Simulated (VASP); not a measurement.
# CdS (F-43m) in VASP: single point with PBE+D3(BJ)

Aim: the single point of CdS with PBE+D3(BJ).

Program: VASP 6.6.1. These are calculated values, not measurements. Logs are shortened: lines on timing, memory, paths and dates and some standing lists are left out, and cuts for length are marked.

## Step 1: The cell of the first run

The structure is cubic, space group F-43m (No. 216). Conventional cell: a = 5.851 Å, b = 5.851 Å, c = 5.851 Å, α = 90.00°, β = 90.00°, γ = 90.00°. Cd (site symmetry -43m) has 4 S at 2.53 Å within 3.3 Å. Within 3.3 Å of S (site symmetry -43m) lie 4 Cd at 2.53 Å.

## Step 2: Single point, PBE+D3(BJ)

The input, INCAR:

```
SYSTEM = CdS
  PREC = Accurate
  ENCUT = 520
  EDIFF = 1E-6
  ISMEAR = 0
  SIGMA = 0.02
  LREAL = .FALSE.
  LASPH = .TRUE.
  NELM = 60
  ALGO = Normal
  ISIF = 2
  LWAVE = .FALSE.
  LCHARG = .FALSE.
  GGA = PE
  IVDW = 12
  NBANDS = 16
```

The input, KPOINTS:

```
regular mesh
0
G
  8 8 8
  0 0 0
```

The input, POSCAR:

```
CdS
1.0
    0.0000000000      2.9256832329      2.9256832329
    2.9256832329      0.0000000000      2.9256832329
    2.9256832329      2.9256832329      0.0000000000
Cd S
1 1
Direct
    0.0000000000      0.0000000000      0.0000000000
    0.7500000000      0.7500000000      0.7500000000
```

Potentials or basis: VASP PAW PBE potentials, release 64 (Cd, S).

Command:

```bash
$ cat potpaw_PBE.64/Cd/POTCAR potpaw_PBE.64/S/POTCAR > POTCAR
$ mpirun -np 1 vasp_std > vasp.out
```

OUTCAR:

```text
SYSTEM = CdS
   PREC = Accurate
   ENCUT = 520
   EDIFF = 1E-6
   ISMEAR = 0
   LREAL = .FALSE.
   LASPH = .TRUE.
   NELM = 60
   ISIF = 2
   GGA = PE
   IVDW = 12
 IVDW          = 12

 ion  position               nearest neighbor table
   1  0.000  0.000  0.000-   2 2.53   2 2.53   2 2.53   2 2.53
   2  0.750  0.750  0.750-   1 2.53   1 2.53   1 2.53   1 2.53

  LATTYP: Found a face centered cubic cell.
 ALAT       =     5.8513664658

  Lattice vectors:

 A1 = (   0.0000000000,   2.9256832329,   2.9256832329)
 A2 = (   2.9256832329,   0.0000000000,   2.9256832329)
 A3 = (   2.9256832329,   2.9256832329,   0.0000000000)

Analysis of symmetry for initial positions (statically):
=====================================================================
 Subroutine PRICEL returns:
 Original cell was already a primitive cell.

 Routine SETGRP: Setting up the symmetry group for a
 face centered cubic supercell.

 Subroutine GETGRP returns: Found 24 space group operations
 (whereof 24 operations were pure point group operations)
 out of a pool of 48 trial point group operations.

The static configuration has the point symmetry T_d .

Analysis of symmetry for dynamics (positions and initial velocities):
=====================================================================
 Subroutine PRICEL returns:
 Original cell was already a primitive cell.

 Routine SETGRP: Setting up the symmetry group for a
 face centered cubic supercell.

 Subroutine GETGRP returns: Found 24 space group operations
 (whereof 24 operations were pure point group operations)
 out of a pool of 48 trial point group operations.

The dynamic configuration has the point symmetry T_d .

 Subroutine INISYM returns: Found 24 space group operations
 (whereof 24 operations are pure point group operations),
 and found     1 'primitive' translations

----------------------------------------------------------------------------------------

                                     Primitive cell

  volume of cell :      50.0855

  direct lattice vectors                    reciprocal lattice vectors
     0.000000000  2.925683233  2.925683233    -0.170900251  0.170900251  0.170900251
     2.925683233  0.000000000  2.925683233     0.170900251 -0.170900251  0.170900251
     2.925683233  2.925683233  0.000000000     0.170900251  0.170900251 -0.170900251

  length of vectors
     4.137540907  4.137540907  4.137540907     0.296007918  0.296007918  0.296007918

  position of ions in fractional coordinates (direct lattice)
     0.000000000  0.000000000  0.000000000
     0.750000000  0.750000000  0.750000000

  ion indices of the primitive-cell ions
   primitive index   ion index
                 1           1
                 2           2

----------------------------------------------------------------------------------------

 KPOINTS: regular mesh

Automatic generation of k-mesh.
 Grid dimensions read from file:
 generate k-points for:    8    8    8

 Generating k-lattice:

  Cartesian coordinates                     Fractional coordinates (reciprocal lattice)
    -0.021362531  0.021362531  0.021362531     0.125000000  0.000000000  0.000000000
     0.021362531 -0.021362531  0.021362531     0.000000000  0.125000000  0.000000000
     0.021362531  0.021362531 -0.021362531     0.000000000  0.000000000  0.125000000

  Length of vectors
     0.037000990  0.037000990  0.037000990

  Shift w.r.t. Gamma in fractional coordinates (k-lattice)
     0.000000000  0.000000000  0.000000000

 Subroutine IBZKPT returns following result:
 ===========================================

 Found     29 irreducible k-points:

 Following reciprocal coordinates:
            Coordinates               Weight
  0.000000  0.000000  0.000000      1.000000
  0.125000  0.000000  0.000000      8.000000
  0.250000  0.000000  0.000000      8.000000
  0.375000  0.000000  0.000000      8.000000
  0.500000  0.000000  0.000000      4.000000
  0.125000  0.125000  0.000000      6.000000
[... 16 lines left out ...]
  0.500000  0.250000  0.125000     48.000000
 -0.375000  0.250000  0.125000     24.000000
 [... further k-points ...]
   k-points           NKPTS =     29   k-points in BZ     NKDIM =     29   number of bands    NBANDS=     16
   number of dos      NEDOS =    301   number of ions     NIONS =      2
   total plane-waves  NPLWV =  32768
   dimension x,y,z NGX =    32 NGY =   32 NGZ =   32
   dimension x,y,z NGXF=    64 NGYF=   64 NGZF=   64
   ions per type =               1   1
   NGX,Y,Z   is equivalent  to a cutoff of  12.86, 12.86, 12.86 a.u.
   NGXF,Y,Z  is equivalent  to a cutoff of  25.72, 25.72, 25.72 a.u.
 SYSTEM =  CdS
   PREC   = accura    normal or accurate (medium, high low for compatibility)
   ISTART =      0    job   : 0-new  1-cont  2-samecut
   ICHARG =      2    charge: 1-file 2-atom 10-const
   ISPIN  =      1    spin polarized calculation?
   LNONCOLLINEAR =      F non collinear calculations
   LSORBIT =      F    spin-orbit coupling
   LASPH  =      T    aspherical Exc in radial PAW
   ENCUT  =  520.0 eV  38.22 Ry    6.18 a.u.   7.69  7.69  7.69*2*pi/ulx,y,z
   NELM   =     60;   NELMIN=  2; NELMDL= -5     # of ELM steps
   EDIFF  = 0.1E-05   stopping-criterion for ELM
   LREAL  =      F    real-space projection
   EDIFFG = 0.1E-04   stopping-criterion for IOM
   NSW    =      0    number of steps for IOM
   IBRION =     -1    ionic relax: 0-MD 1-quasi-New 2-CG
   NFREE  =      0    steps in history (QN), initial steepest desc. (CG)
   ISIF   =      2    stress and relaxation
   ISYM   =      2    0-nonsym 1-usesym 2-fastsym
   POTIM  = 0.5000    time-step for ionic-motion
   TEBEG  =    0.0;   TEEND  =   0.0 temperature during run
   PSTRESS=    0.0 pullay stress
   NELECT =      18.0000    total number of electrons
   NUPDOWN=      -1.0000    fix difference up-down
   EMIN   =  10.00;   EMAX   =-10.00  energy-range for DOS
   EFERMI =   0.00;   METHOD = LEGACY
   ISMEAR =     0;   SIGMA  =   0.02  broadening in eV -4-tet -1-fermi 0-gaus
   EFERMI_NEDOS =   21; number of points for ismear=-14 and -15
   IALGO  =     38    algorithm
   IMIX   =      4    mixing-type and parameters
     AMIX     =   0.40;   BMIX     =  1.00
     AMIX_MAG =   1.60;   BMIX_MAG =  1.00
  volume/ion in A,a.u.               =      25.04       169.00
  Fermi-wavevector in a.u.,A,eV,Ry     =   1.163934  2.199516 18.432390  1.354742
  Thomas-Fermi vector in A             =   2.300478
   LORBIT       =      0    0 simple, 1 ext, 2 COOP (PROOUT), +10 PAW based schemes
   GGA     = PE    functional components
   LHFCALC =     F    Hartree Fock is set to
   AEXX    =    0.0000 exact exchange contribution
   IVDW    =    12    specifies the selected vdW correction
   LEPSILON=     F    determine dielectric tensor
   LRPA    =     F    only Hartree local field effects (RPA)
 non-spin polarized calculation
 Gauss-broadening in eV      SIGMA  =   0.02
  energy-cutoff  :      520.00
  volume of cell :       50.09
 maximum number of plane-waves:      1365
   NGX = 15   NGY = 15   NGZ = 15

 number of electron      18.0000005 magnetization

 Free energy of the ion-electron system (eV)
  ---------------------------------------------------
  ext. energy  EPLUGINS =         0.00000000
  ---------------------------------------------------
  free energy    TOTEN  =        -6.12983319 eV

  energy without entropy =       -6.12983319  energy(sigma->0) =       -6.12983319

 E-fermi :   1.3410     XC(G=0):  -9.1056

 val. band max:        1.2338125946   @ k =   0.0000   0.0000   0.0000
 cond. band min:       2.3628132420   @ k =   0.0000   0.0000   0.0000
 fundamental gap:      1.1290006474
 Fermi energy:         1.3410280652

 k-point     1 :       0.0000    0.0000    0.0000
  band No.  band energies     occupation
      1     -11.0784      2.00000
      2      -6.4604      2.00000
      3      -6.4604      2.00000
      4      -6.4604      2.00000
      5      -5.9933      2.00000
      6      -5.9933      2.00000
[... 8 lines left out ...]
     15      12.7001      0.00000
     16      12.7001      0.00000

 k-point     2 :       0.1250    0.0000    0.0000
  band No.  band energies     occupation
      1     -11.0176      2.00000
      2      -6.4384      2.00000
      3      -6.4384      2.00000
      4      -6.4070      2.00000
      5      -5.9943      2.00000
      6      -5.9943      2.00000
[... 8 lines left out ...]
     15      12.1063      0.00000
     16      13.2044      0.00000

 k-point     3 :       0.2500    0.0000    0.0000
  band No.  band energies     occupation
      1     -10.8700      2.00000
      2      -6.3909      2.00000
      3      -6.3909      2.00000
      4      -6.2168      2.00000
      5      -5.9891      2.00000
      6      -5.9891      2.00000
[... 8 lines left out ...]
     15      11.8715      0.00000
     16      12.5461      0.00000

 k-point     4 :       0.3750    0.0000    0.0000
  band No.  band energies     occupation
      1     -10.7224      2.00000
      2      -6.3542      2.00000
      3      -6.3542      2.00000
      4      -5.9696      2.00000
      5      -5.9696      2.00000
      6      -5.8700      2.00000
[... 8 lines left out ...]
     15      12.7209      0.00000
     16      12.7209      0.00000
[... 324 lines left out ...]
 k-point    22 :       0.3750    0.2500    0.1250
  band No.  band energies     occupation
      1     -10.7616      2.00000
      2      -6.3398      2.00000
      3      -6.3143      2.00000
      4      -6.1522      2.00000
      5      -5.9854      2.00000
      6      -5.9337      2.00000
[... 8 lines left out ...]
     15      13.2238      0.00000
     16      15.0881      0.00000

 k-point    23 :       0.5000    0.2500    0.1250
  band No.  band energies     occupation
      1     -10.6457      2.00000
      2      -6.3049      2.00000
      3      -6.2797      2.00000
      4      -6.0566      2.00000
      5      -5.9605      2.00000
      6      -5.7058      2.00000
[... 8 lines left out ...]
     15      14.0225      0.00000
     16      14.3045      0.00000

 k-point    24 :      -0.3750    0.2500    0.1250
  band No.  band energies     occupation
      1     -10.5984      2.00000
      2      -6.3002      2.00000
      3      -6.2632      2.00000
      4      -6.0180      2.00000
      5      -5.9671      2.00000
      6      -5.5103      2.00000
[... 8 lines left out ...]
     15      13.5111      0.00000
     16      14.3739      0.00000

 [... further k-points ...]

------------------------ aborting loop because EDIFF is reached ----------------------------------------

 Edisp (eV)   -0.60681

 E8    (eV) :    -0.2472

  FORCE on cell =-STRESS in cart. coord.  units (eV):
  Direction    XX          YY          ZZ          XY          YZ          ZX
  --------------------------------------------------------------------------------------
  -------------------------------------------------------------------------------------
  Total       0.12161     0.12161     0.12161     0.00000    -0.00000     0.00000
  in kB       3.89018     3.89018     3.89018     0.00000    -0.00000     0.00000
  external pressure =        3.89 kB  Pullay stress =        0.00 kB

 VOLUME and BASIS-vectors are now :
 -----------------------------------------------------------------------------
  energy-cutoff  :      520.00
  volume of cell :       50.09
      direct lattice vectors                 reciprocal lattice vectors
     0.000000000  2.925683233  2.925683233    -0.170900251  0.170900251  0.170900251
     2.925683233  0.000000000  2.925683233     0.170900251 -0.170900251  0.170900251
     2.925683233  2.925683233  0.000000000     0.170900251  0.170900251 -0.170900251

 POSITION                                       TOTAL-FORCE (eV/Angst)
 -----------------------------------------------------------------------------------
      0.00000      0.00000      0.00000         0.000000      0.000000      0.000000
      4.38852      4.38852      4.38852        -0.000000     -0.000000     -0.000000
 -----------------------------------------------------------------------------------
    total drift:                                0.000000      0.000000      0.000000

  FREE ENERGIE OF THE ION-ELECTRON SYSTEM (eV)
  ---------------------------------------------------
  free  energy   TOTEN  =        -6.7366416988 eV

  energy  without entropy=       -6.7366416988  energy(sigma->0) =       -6.73664170
```

It took 32 s on 1 thread of Intel Xeon 8259CL, shared host; peak memory 0.19 GiB.

What came out:

```yaml
Free_energy: -6.7366 eV
Pressure: 0.4 GPa
Band_gap_on_the_k_mesh: 1.13 eV
Dispersion_energy_per_atom: -0.303 eV
```
